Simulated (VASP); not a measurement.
Write the native input for VASP 6.6.1 that does the following.

```yaml
Task: relaxation of cell and atoms
Functional: PBE
Potentials_or_basis: VASP PAW PBE potentials, release 64 (Li_sv, Se)
Cutoff: 600 eV
k_mesh: 10 × 10 × 4
Occupations: gaussian, width 0.1 eV
Spin: no spin polarisation
Dipole_correction: no
Further_INCAR_settings: ALGO = Normal; EDIFF = 1e-07; IBRION = 2; EDIFFG = -0.01; NSW = 100; ISIF = 3
```

The structure of LiSe4 lies in POSCAR:

```
LiSe4
1.0
    2.7090449786     -2.7093441330      0.0000000000
    2.7090449786      2.7093441330      0.0000000000
    0.0000000000      0.0000000000      8.8340957073
Li Se
1 4
Direct
    0.5000000000      0.5000000000      0.5000000000
    0.5000000000      0.0000000000      0.2630935645
    0.5000000000      0.0000000000      0.7369064355
    0.0000000000      0.5000000000      0.2630935645
    0.0000000000      0.5000000000      0.7369064355
```

The cell was generated, and may not be a known phase.

One way to write it, as run:

INCAR

```
  PREC = Accurate
  ENCUT = 600
  EDIFF = 1E-7
  ISMEAR = 0
  SIGMA = 0.1
  LREAL = False
  LASPH = True
  NELM = 60
  ALGO = Normal
  ISIF = 3
  LWAVE = False
  LCHARG = False
  GGA = PE
  IBRION = 2
  NSW = 100
  EDIFFG = -0.01
```

KPOINTS

```
Automatic mesh
0
Gamma
  10 10 4
```

Potentials or basis: VASP PAW PBE potentials, release 64 (Li_sv, Se).

Launch:

```console
$ cat potpaw_PBE.64/Li_sv/POTCAR potpaw_PBE.64/Se/POTCAR > POTCAR
$ mpirun -np 1 vasp_std > vasp.out
```

It gave:

| Quantity | Value |
| --- | --- |
| Pressure after relaxing | 0.0 GPa |

Caveat: the cutoff is under 1.25 times the usual one of these potentials, so pressure, stress and relaxed cells hold a basis-set (Pulay) error; the relaxation stopped at its first step, so nothing moved; the highest band is partly filled, so the run has too few bands.

It took 120 s on 1 thread of Intel(R) Xeon(R) 6975P-C (Granite Rapids), with other jobs on the host, peak memory 0.4 GiB.
